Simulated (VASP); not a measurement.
Input of a VASP 6.6.1 run:

The input INCAR:

```
SYSTEM = Ba
  PREC = Accurate
  ENCUT = 600
  EDIFF = 1E-6
  ISMEAR = 0
  SIGMA = 0.1
  LREAL = .False.
  LASPH = .True.
  NELM = 80
  ALGO = Fast
  ISIF = 4
  LWAVE = .False.
  LCHARG = .False.
  GGA = PE
  IBRION = 2
  NSW = 50
  EDIFFG = -0.01
```

Contents of KPOINTS:

```
Automatic mesh
0
Gamma
  16 16 16
  0 0 0
```

Contents of POSCAR:

```
Ba
1.0
   -2.5915929453      2.5915929453      2.5908301076
    2.5915929453     -2.5915929453      2.5908301076
    2.5915929453      2.5915929453     -2.5908301076
Ba
1
Direct
    0.0000000000      0.0000000000      0.0000000000
```

Potentials or basis: VASP PAW PBE potentials, release 64 (Ba_sv).

Run with:

```sh
$ cat potpaw_PBE.64/Ba_sv/POTCAR > POTCAR
$ mpirun -np 1 vasp_std > vasp.out
```

**Question.** Estimate the band gap on the k mesh.

**Answer.** Zero (bands 5 and 6 overlap by 0.86 eV).

Final structure:
```
CELL_PARAMETERS angstrom
-2.59159 2.59159 2.59083
2.59159 -2.59159 2.59083
2.59159 2.59159 -2.59083
ATOMIC_POSITIONS crystal
Ba 0.00000 0.00000 0.00000
```

Caveat: spin-orbit coupling is left out, which moves the levels of the heavy elements.
